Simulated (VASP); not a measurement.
A run of VASP 6.6.1 is set up as follows.

INCAR

```
SYSTEM = LaPd2
PREC     = Accurate       ! precision mode
ENCUT    = 520            ! plane-wave cutoff, eV
EDIFF    = 1E-7           ! SCF threshold, eV
ISMEAR   = -1             ! smearing method
SIGMA    = 0.05           ! smearing width, eV
LREAL    = .False.        ! projectors in reciprocal space
LASPH    = .True.         ! aspherical terms in the spheres
NELM     = 60             ! most SCF steps
ALGO     = Normal         ! electronic algorithm
ISIF     = 2              ! what is computed and relaxed
LWAVE    = .False.        ! write WAVECAR
LCHARG   = .False.        ! write CHGCAR
GGA      = PE             ! functional
IBRION   = 2              ! ionic algorithm
NSW      = 60             ! ionic steps
EDIFFG   = -0.01          ! ionic threshold
```

File KPOINTS:

```
Automatic mesh
0
Gamma
  8 8 8
  0 0 0
```

File POSCAR:

```
LaPd2
1.0
   -1.9637965200      1.9637965200      4.4717310000
    1.9637965200     -1.9637965200      4.4717310000
    1.9637965200      1.9637965200     -4.4717310000
La Pd
1 2
Direct
    0.0000000000      0.0000000000      0.0000000000
    0.2500000000      0.7500000000      0.5000000000
    0.7500000000      0.2500000000      0.5000000000
```

Potentials or basis: VASP PAW PBE potentials, release 64 (La, Pd).

Run with:

```sh
$ cat potpaw_PBE.64/La/POTCAR potpaw_PBE.64/Pd/POTCAR > POTCAR
$ mpirun -np 1 vasp_std > vasp.out
```

Question: What does it give for the band gap on the k mesh?

Answer: Zero (an odd number of electrons rules out a gap without spin polarisation).

Final structure:
```cif
data_structure
_symmetry_space_group_name_H-M 'P 1'
_symmetry_Int_Tables_number 1
_cell_length_a 5.2640
_cell_length_b 5.2640
_cell_length_c 5.2640
_cell_angle_alpha 136.191
_cell_angle_beta 136.191
_cell_angle_gamma 63.686
_cell_volume 68.98
loop_
_atom_site_label
_atom_site_type_symbol
_atom_site_fract_x
_atom_site_fract_y
_atom_site_fract_z
_atom_site_occupancy
La1 La 0.00000 0.00000 0.00000 1
Pd1 Pd 0.25000 0.75000 0.50000 1
Pd2 Pd 0.75000 0.25000 0.50000 1
```

Caveat: spin-orbit coupling is left out, which moves the levels of the heavy elements.
